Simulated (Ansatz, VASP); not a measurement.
## Ge in VASP and in Ansatz

Contents of INCAR:

```
ALGO     = Normal         # electronic algorithm
EDIFF    = 1E-6           # SCF threshold, eV
ENCUT    = 500            # plane-wave cutoff, eV
GGA      = PE             # functional
GGA_COMPAT= False        
ISIF     = 2              # what is computed and relaxed
ISMEAR   = 0              # smearing method
LASPH    = True           # aspherical terms in the spheres
LCHARG   = False          # write CHGCAR
LREAL    = False          # projectors in reciprocal space
LWAVE    = False          # write WAVECAR
NBANDS   = 21             # bands
NELM     = 120            # most SCF steps
PREC     = Accurate       # precision mode
SIGMA    = 0.15           # smearing width, eV
```

KPOINTS

```
k-points
0
Gamma
  14 14 14
```

File POSCAR:

```
Ge
1.0
    0.0000000000      3.0550716000      2.8287700000
    3.0550716000      0.0000000000      2.8287700000
    3.0550716000      3.0550716000      0.0000000000
Ge
2
Direct
    0.5000000000      0.5000000000      0.5000000000
    0.7500000000      0.7500000000      0.7500000000
```

Input for Ansatz:

```yaml
crystal:
  lattice:
    - [0.0, 3.0550716, 2.82877]
    - [3.0550716, 0.0, 2.82877]
    - [3.0550716, 3.0550716, 0.0]
  atoms:
    - { symbol: Ge, position: [0.5, 0.5, 0.5] }
    - { symbol: Ge, position: [0.75, 0.75, 0.75] }
basis:
  ecutwfc: 420
kpoints:
  mp_grid: { grid: [14, 14, 14] }
hamiltonian:
  xc: pbe
scf:
  occupations: { method: gaussian, width: 0.15 }
output:
  forces: true
  stress: true
  eigenvalues: true
```

Change from the starting cell: strain +0.080 along x and y, +0.000 along z, atoms carried along.

Alike in both runs: task single point; functional PBE; k mesh 14 × 14 × 14; occupations gaussian, width 0.15 eV; no spin polarisation.

|  | VASP | Ansatz |
| --- | --- | --- |
| version | VASP 6.6.1 | Ansatz 0.2.0 |
| potentials or method | VASP PAW PBE potentials, release 64 (Ge_d), cutoff 500 eV | scalar-relativistic, plane waves, PAW |
| valence electrons in the cell | 28 | 28 |

Ansatz gave:

| Item | Value |
| --- | --- |
| gap on the k mesh at the Fermi level (eV) | none |
| pressure (GPa) | -4.6 |
| traceless stress, the component that is largest in VASP (GPa) | 2.65 |

Q: Which values does VASP return?

A: gap on the k mesh at the Fermi level (eV): none; pressure (GPa): -4.7; traceless stress, the component that is largest in VASP (GPa): 2.66.

A gap of «none» marks a metal or a gap that the smearing closes. With one functional, cell and mesh, what is left measures potentials, basis and numerics.
